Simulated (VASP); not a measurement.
# HgTe (I-4m2) in VASP: single point with PBEsol

Aim: the single point of HgTe with PBEsol.

All numbers are computed with VASP 6.6.1; they aren't measurements. Logs are shortened: lines on timing, memory, paths and dates and some standing lists are left out, and cuts for length are marked.

### 1 The cell of the first run

The structure is tetragonal, space group I-4m2 (No. 119). The conventional cell has a = 6.091 Å, b = 6.091 Å, c = 3.119 Å, α = 90.00°, β = 90.00°, γ = 90.00°. Hg (site symmetry -4m2) has 2 Hg at 3.12 Å and 8 Te at 3.14 to 3.84 Å within 4.1 Å. Within 4.1 Å of Te (site symmetry -4m2) lie 2 Te at 3.12 Å and 8 Hg at 3.14 to 3.84 Å.

### 2 Single point, PBEsol

File INCAR:

```
PREC = Accurate
ENCUT = 520
EDIFF = 1E-6
ISMEAR = -1
SIGMA = 0.05
LREAL = F
LASPH = T
NELM = 60
ALGO = Normal
ISIF = 2
LWAVE = F
LCHARG = F
GGA = PS
NBANDS = 16
```

File KPOINTS:

```
regular mesh
0
Gamma
  8 8 8
```

File POSCAR:

```
HgTe
1.0
   -3.0456030000      3.0456030000      1.5594100000
    3.0456030000     -3.0456030000      1.5594100000
    3.0456030000      3.0456030000     -1.5594100000
Hg Te
1 1
Direct
    0.2500000000      0.7500000000      0.5000000000
    0.0000000000      0.0000000000      0.0000000000
```

Potentials or basis: VASP PAW PBE potentials, release 64 (Hg, Te).

On the command line:

```sh
> cat potpaw_PBE.64/Hg/POTCAR potpaw_PBE.64/Te/POTCAR > POTCAR
> mpirun -np 1 vasp_std > vasp.out
```

OUTCAR:

```text
PREC = Accurate
   ENCUT = 520
   EDIFF = 1E-6
   ISMEAR = -1
   LREAL = F
   LASPH = T
   NELM = 60
   ISIF = 2
   GGA = PS

 ion  position               nearest neighbor table
   1  0.250  0.750  0.500-   2 3.14   2 3.14   2 3.14   2 3.14
   2  0.000  0.000  0.000-   1 3.14   1 3.14   1 3.14   1 3.14

  LATTYP: Found a body centered tetragonal cell.
 ALAT       =     6.0912060000
 C/A-ratio  =     0.5120201156

  Lattice vectors:

 A1 = (  -3.0456030000,   3.0456030000,   1.5594100000)
 A2 = (   3.0456030000,  -3.0456030000,   1.5594100000)
 A3 = (   3.0456030000,   3.0456030000,  -1.5594100000)

Analysis of symmetry for initial positions (statically):
=====================================================================
 Subroutine PRICEL returns:
 Original cell was already a primitive cell.

 Routine SETGRP: Setting up the symmetry group for a
 body centered tetragonal supercell.

 Subroutine GETGRP returns: Found  8 space group operations
 (whereof  8 operations were pure point group operations)
 out of a pool of 16 trial point group operations.

The static configuration has the point symmetry D_2d.

Analysis of symmetry for dynamics (positions and initial velocities):
=====================================================================
 Subroutine PRICEL returns:
 Original cell was already a primitive cell.

 Routine SETGRP: Setting up the symmetry group for a
 body centered tetragonal supercell.

 Subroutine GETGRP returns: Found  8 space group operations
 (whereof  8 operations were pure point group operations)
 out of a pool of 16 trial point group operations.

The dynamic configuration has the point symmetry D_2d.

 Subroutine INISYM returns: Found  8 space group operations
 (whereof  8 operations are pure point group operations),
 and found     1 'primitive' translations

----------------------------------------------------------------------------------------

                                     Primitive cell

  volume of cell :      57.8585

  direct lattice vectors                    reciprocal lattice vectors
    -3.045603000  3.045603000  1.559410000     0.000000000  0.164171102  0.320634086
     3.045603000 -3.045603000  1.559410000     0.164171102  0.000000000  0.320634086
     3.045603000  3.045603000 -1.559410000     0.164171102  0.164171102  0.000000000

  length of vectors
     4.580737366  4.580737366  4.580737366     0.360219888  0.360219888  0.232172999

  position of ions in fractional coordinates (direct lattice)
     0.250000000  0.750000000  0.500000000
     0.000000000  0.000000000  0.000000000

  ion indices of the primitive-cell ions
   primitive index   ion index
                 1           1
                 2           2

----------------------------------------------------------------------------------------

 KPOINTS: regular mesh

Automatic generation of k-mesh.
 Grid dimensions read from file:
 generate k-points for:    8    8    8

 Generating k-lattice:

  Cartesian coordinates                     Fractional coordinates (reciprocal lattice)
     0.000000000  0.020521388  0.040079261     0.125000000  0.000000000  0.000000000
     0.020521388  0.000000000  0.040079261     0.000000000  0.125000000  0.000000000
     0.020521388  0.020521388  0.000000000     0.000000000  0.000000000  0.125000000

  Length of vectors
     0.045027486  0.045027486  0.029021625

  Shift w.r.t. Gamma in fractional coordinates (k-lattice)
     0.000000000  0.000000000  0.000000000

 Subroutine IBZKPT returns following result:
 ===========================================

 Found     59 irreducible k-points:

 Following reciprocal coordinates:
            Coordinates               Weight
  0.000000  0.000000  0.000000      1.000000
  0.125000  0.000000  0.000000      8.000000
  0.250000  0.000000  0.000000      8.000000
  0.375000  0.000000  0.000000      8.000000
  0.500000  0.000000  0.000000      4.000000
  0.125000  0.125000  0.000000      8.000000
[... 16 lines left out ...]
  0.250000  0.125000  0.125000     16.000000
  0.375000  0.125000  0.125000      8.000000
 [... further k-points ...]
   k-points           NKPTS =     59   k-points in BZ     NKDIM =     59   number of bands    NBANDS=     16
   number of dos      NEDOS =    301   number of ions     NIONS =      2
   total plane-waves  NPLWV =  46656
   dimension x,y,z NGX =    36 NGY =   36 NGZ =   36
   dimension x,y,z NGXF=    72 NGYF=   72 NGZF=   72
   ions per type =               1   1
   NGX,Y,Z   is equivalent  to a cutoff of  13.07, 13.07, 13.07 a.u.
   NGXF,Y,Z  is equivalent  to a cutoff of  26.13, 26.13, 26.13 a.u.
 SYSTEM =  unknown system
   PREC   = accura    normal or accurate (medium, high low for compatibility)
   ISTART =      0    job   : 0-new  1-cont  2-samecut
   ICHARG =      2    charge: 1-file 2-atom 10-const
   ISPIN  =      1    spin polarized calculation?
   LNONCOLLINEAR =      F non collinear calculations
   LSORBIT =      F    spin-orbit coupling
   LASPH  =      T    aspherical Exc in radial PAW
   ENCUT  =  520.0 eV  38.22 Ry    6.18 a.u.   8.52  8.52  8.52*2*pi/ulx,y,z
   NELM   =     60;   NELMIN=  2; NELMDL= -5     # of ELM steps
   EDIFF  = 0.1E-05   stopping-criterion for ELM
   LREAL  =      F    real-space projection
   EDIFFG = 0.1E-04   stopping-criterion for IOM
   NSW    =      0    number of steps for IOM
   IBRION =     -1    ionic relax: 0-MD 1-quasi-New 2-CG
   NFREE  =      0    steps in history (QN), initial steepest desc. (CG)
   ISIF   =      2    stress and relaxation
   ISYM   =      2    0-nonsym 1-usesym 2-fastsym
   POTIM  = 0.5000    time-step for ionic-motion
   TEBEG  =    0.0;   TEEND  =   0.0 temperature during run
   PSTRESS=    0.0 pullay stress
   NELECT =      18.0000    total number of electrons
   NUPDOWN=      -1.0000    fix difference up-down
   EMIN   =  10.00;   EMAX   =-10.00  energy-range for DOS
   EFERMI =   0.00;   METHOD = LEGACY
   ISMEAR =    -1;   SIGMA  =   0.05  broadening in eV -4-tet -1-fermi 0-gaus
   EFERMI_NEDOS =   21; number of points for ismear=-14 and -15
   IALGO  =     38    algorithm
   IMIX   =      4    mixing-type and parameters
     AMIX     =   0.40;   BMIX     =  1.00
     AMIX_MAG =   1.60;   BMIX_MAG =  1.00
  volume/ion in A,a.u.               =      28.93       195.22
  Fermi-wavevector in a.u.,A,eV,Ry     =   1.109286  2.096246 16.742166  1.230515
  Thomas-Fermi vector in A             =   2.245823
   LORBIT       =      0    0 simple, 1 ext, 2 COOP (PROOUT), +10 PAW based schemes
   GGA     = PS    functional components
   LHFCALC =     F    Hartree Fock is set to
   AEXX    =    0.0000 exact exchange contribution
   IVDW    =     0    specifies the selected vdW correction
   LEPSILON=     F    determine dielectric tensor
   LRPA    =     F    only Hartree local field effects (RPA)
 non-spin polarized calculation
  energy-cutoff  :      520.00
  volume of cell :       57.86
 maximum number of plane-waves:      1578
 NGX is ok and might be reduce to    36
   NGX = 17   NGY = 17   NGZ = 17

 number of electron      18.0000002 magnetization

 Free energy of the ion-electron system (eV)
  ---------------------------------------------------
  ext. energy  EPLUGINS =         0.00000000
  ---------------------------------------------------
  free energy    TOTEN  =        -4.12823947 eV

  energy without entropy =       -4.12334389  energy(sigma->0) =       -4.12579168

 E-fermi :   4.2973     XC(G=0):  -9.9932

 val. band max:        4.2967203429   @ k =  -0.2500   0.5000   0.1250
 cond. band min:       4.3156237100   @ k =   0.2500   0.0000   0.0000
 fundamental gap:      0.0189033671
 Fermi energy:         4.2973441064

 k-point     1 :       0.0000    0.0000    0.0000
  band No.  band energies     occupation
      1      -8.2207      2.00000
      2      -3.0966      2.00000
      3      -2.3961      2.00000
      4      -2.3172      2.00000
      5      -1.8791      2.00000
      6      -1.8791      2.00000
[... 8 lines left out ...]
     15      14.3476      0.00000
     16      15.3061      0.00000

 k-point     2 :       0.1250    0.0000    0.0000
  band No.  band energies     occupation
      1      -7.9738      2.00000
      2      -2.8662      2.00000
      3      -2.3644      2.00000
      4      -2.3366      2.00000
      5      -2.0053      2.00000
      6      -2.0009      2.00000
[... 8 lines left out ...]
     15      14.2631      0.00000
     16      14.3533      0.00000

 k-point     3 :       0.2500    0.0000    0.0000
  band No.  band energies     occupation
      1      -7.2762      2.00000
      2      -2.4047      2.00000
      3      -2.3580      2.00000
      4      -2.2885      2.00000
      5      -2.2318      2.00000
      6      -2.2084      2.00000
[... 8 lines left out ...]
     15      12.9016      0.00000
     16      13.8575      0.00000

 k-point     4 :       0.3750    0.0000    0.0000
  band No.  band energies     occupation
      1      -6.3234      2.00000
      2      -2.5798      2.00000
      3      -2.4911      2.00000
      4      -2.3335      2.00000
      5      -2.1480      2.00000
      6      -1.8601      2.00000
[... 8 lines left out ...]
     15      12.1149      0.00000
     16      15.3411      0.00000
[... 324 lines left out ...]
 k-point    22 :       0.1250    0.1250    0.1250
  band No.  band energies     occupation
      1      -7.1785      2.00000
      2      -2.4515      2.00000
      3      -2.3737      2.00000
      4      -2.2910      2.00000
      5      -2.2527      2.00000
      6      -2.1593      2.00000
[... 8 lines left out ...]
     15      12.6720      0.00000
     16      13.4834      0.00000

 k-point    23 :       0.2500    0.1250    0.1250
  band No.  band energies     occupation
      1      -6.2604      2.00000
      2      -2.5960      2.00000
      3      -2.4635      2.00000
      4      -2.3277      2.00000
      5      -2.1559      2.00000
      6      -1.9074      2.00000
[... 8 lines left out ...]
     15      12.3964      0.00000
     16      13.8610      0.00000

 k-point    24 :       0.3750    0.1250    0.1250
  band No.  band energies     occupation
      1      -5.7291      2.00000
      2      -2.7183      2.00000
      3      -2.4898      2.00000
      4      -2.2715      2.00000
      5      -2.1284      2.00000
      6      -1.8850      2.00000
[... 8 lines left out ...]
     15      12.8436      0.00000
     16      13.7774      0.00000

 [... further k-points ...]
[... 5 lines left out ...]
  --------------------------------------------------------------------------------------
  -------------------------------------------------------------------------------------
  Total       -1.4218294     -1.4218294     -1.0619689      0.0000000     -0.0000000      0.0000000
  in kB      -39.3723366    -39.3723366    -29.4073235      0.0000000     -0.0000000      0.0000000
  external PRESSURE =     -36.0506656 kB  Pullay stress =       0.0000000 kB

 VOLUME and BASIS-vectors are now :
 -----------------------------------------------------------------------------
  energy-cutoff  :      520.00
  volume of cell :       57.86
      direct lattice vectors                 reciprocal lattice vectors
    -3.045603000  3.045603000  1.559410000     0.000000000  0.164171102  0.320634086
     3.045603000 -3.045603000  1.559410000     0.164171102  0.000000000  0.320634086
     3.045603000  3.045603000 -1.559410000     0.164171102  0.164171102  0.000000000

 POSITION                                       TOTAL-FORCE (eV/Angst)
 -----------------------------------------------------------------------------------
      3.04560      0.00000      0.77970        -0.000000     -0.000000     -0.000000
      0.00000      0.00000      0.00000         0.000000      0.000000      0.000000
 -----------------------------------------------------------------------------------
    total drift:                                0.000000     -0.000000      0.000000

  FREE ENERGIE OF THE ION-ELECTRON SYSTEM (eV)
  ---------------------------------------------------
  free  energy   TOTEN  =        -4.1282394711 eV

  energy  without entropy=       -4.1233438949  energy(sigma->0) =       -4.12579168
```

Run time: 37 s. Hardware: 1 thread of Intel Xeon Platinum 8488C (Sapphire Rapids), shared host; peak memory 0.23 GiB.

What came out:

```
Free energy            : -4.1282 eV
Pressure               : -3.6 GPa
Band gap on the k mesh : zero (band 9 reaches 5.74 eV, above the bottom of band 10 at 2.76 eV)
```

Levels at points of the mesh, in eV from the Fermi level:
```
           k point  band 6  band 7  band 8  band 9  band 10  band 11  band 12  band 13
(0.00, 0.00, 0.00)   -6.18   -3.51   -2.48   -2.48     3.40     4.53     6.85     6.85
(0.50, 0.00, 0.00)   -6.19   -4.58   -1.97   -1.13    -0.19     3.16     3.72     5.82
(0.50, 0.50, 0.00)   -6.12   -6.08   -0.93    1.44     1.88     2.81     3.37     8.72
(0.50, 0.50, 0.50)   -6.13   -4.42   -4.37   -4.37     3.07     7.25     7.95     7.95
```

Caveat: the PAW data sets were made with another functional, which shifts forces and pressure a little; spin-orbit coupling is left out, which moves the levels of the heavy elements.
